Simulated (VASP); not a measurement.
## LiAl16O24 (a cell with a defect) (Li interstitial hop between voids): single point with PBE

The system is LiAl16O24 (a cell with a defect) (Li interstitial hop between voids).

```
Al O Li
1.0
     2.40394    1.38792    4.37421
    -4.80788    2.77583    8.74841
     0.00000   -5.55167    8.74841
Al O Li
16 24 1
Direct
  0.61926 0.32081 0.34562
  0.84803 0.42970 0.42686
  0.14909 0.07493 0.07310
  0.37424 0.16527 0.18416
  0.63840 0.32299 0.81742
  0.83149 0.43261 0.90298
  0.14226 0.07445 0.57750
  0.34459 0.17354 0.68317
  0.64978 0.82304 0.32580
  0.84938 0.92993 0.42709
  0.14856 0.58018 0.07597
  0.34975 0.68095 0.17540
  0.64711 0.82543 0.82335
  0.85105 0.92621 0.92725
  0.14653 0.57996 0.56815
  0.34685 0.68037 0.67335
  0.44577 0.02774 0.37976
  0.94173 0.13222 0.27806
  0.06414 0.37348 0.22402
  0.74773 0.22453 0.02494
  0.23574 0.27852 0.47759
  0.54940 0.47224 0.12519
  0.44373 0.02661 0.87725
  0.94133 0.12422 0.78015
  0.04612 0.38019 0.71421
  0.73904 0.22450 0.53323
  0.24728 0.27892 0.95949
  0.54696 0.47684 0.62255
  0.44429 0.52958 0.37286
  0.94336 0.62652 0.27835
  0.05377 0.87828 0.22235
  0.75148 0.72057 0.02931
  0.24746 0.78148 0.47082
  0.55456 0.97444 0.12644
  0.42531 0.52965 0.87568
  0.93457 0.62656 0.77697
  0.05357 0.87580 0.72286
  0.74738 0.72404 0.52731
  0.24902 0.77940 0.97279
  0.55291 0.97484 0.62605
  0.96503 0.39519 0.08152
```

| Quantity | Value |
| --- | --- |
| Program | VASP 6.6.1 |
| Task | single point |
| Functional | PBE |
| Potentials or basis | VASP PAW PBE potentials, release 64 (Al, O, Li_sv) |
| Cutoff | 520 eV |
| k mesh | 1 × 1 × 1, shifted |
| Occupations | fermi-dirac, width 0.01 eV |
| Spin | no spin polarisation |
| Dipole correction | no |
| Charge | 1 |
| Further INCAR settings | LREAL = Auto; ALGO = Normal; EDIFF = 1e-06; NBANDS = 124; NELECT = 194.0 |

The largest force is 1.861 eV/Å.

Forces on the atoms (eV/Å):
```
Al   0.090  0.065 -0.196
Al   0.026 -0.049 -0.062
Al  -0.180 -0.010  0.051
Al   0.066 -0.099 -0.049
Al   0.049 -0.036 -0.097
Al   0.069 -0.169 -0.201
Al   0.000 -0.039 -0.033
Al   0.005  0.011 -0.018
Al   0.003 -0.036 -0.010
Al   0.014  0.022 -0.008
Al   0.004  0.025  0.150
Al  -0.019 -0.048  0.091
Al   0.028 -0.021 -0.044
Al  -0.033 -0.032 -0.019
Al   0.025 -0.058 -0.042
Al   0.017 -0.031 -0.024
O   -0.001 -0.012 -0.040
O   -0.055  0.160 -0.051
O    0.085 -0.052  0.209
O   -0.015 -0.008 -0.194
O   -0.021 -0.055 -0.080
O    0.014 -0.064 -0.077
O   -0.003 -0.053 -0.021
O    0.027 -0.005 -0.073
O    0.038 -0.022 -0.079
O    0.045  0.021 -0.054
O    0.066 -0.014 -0.160
O    0.026 -0.010 -0.051
O    0.034 -0.012 -0.041
O    0.015 -0.021  0.018
O   -0.035 -0.012  0.024
O    0.057 -0.046 -0.027
O   -0.001 -0.032 -0.014
O    0.019 -0.059  0.002
O   -0.036 -0.098 -0.053
O    0.021 -0.126 -0.046
O    0.017 -0.054 -0.038
O    0.010 -0.017 -0.020
O    0.013 -0.023  0.004
O    0.032 -0.015 -0.012
Li  -0.517  1.132  1.383
```

Levels at points of the mesh, in eV from the Fermi level:
```csv
k point,band 94,band 95,band 96,band 97,band 98,band 99,band 100,band 101
"(0.25, 0.25, 0.25)",-0.53,-0.50,-0.28,-0.25,6.46,8.46,8.60,8.74
```

Wall time 2 min on 1 thread of Intel(R) Xeon(R) Platinum 8488C (Sapphire Rapids) (shared host), peak memory 0.53 GiB.

Caveat: the k points lie up to 1.58 Å⁻¹ apart; the cell carries a net charge on a neutralising background, which shifts energy and pressure; the cell is charged against a uniform background, so pressure and absolute levels hang on convention.
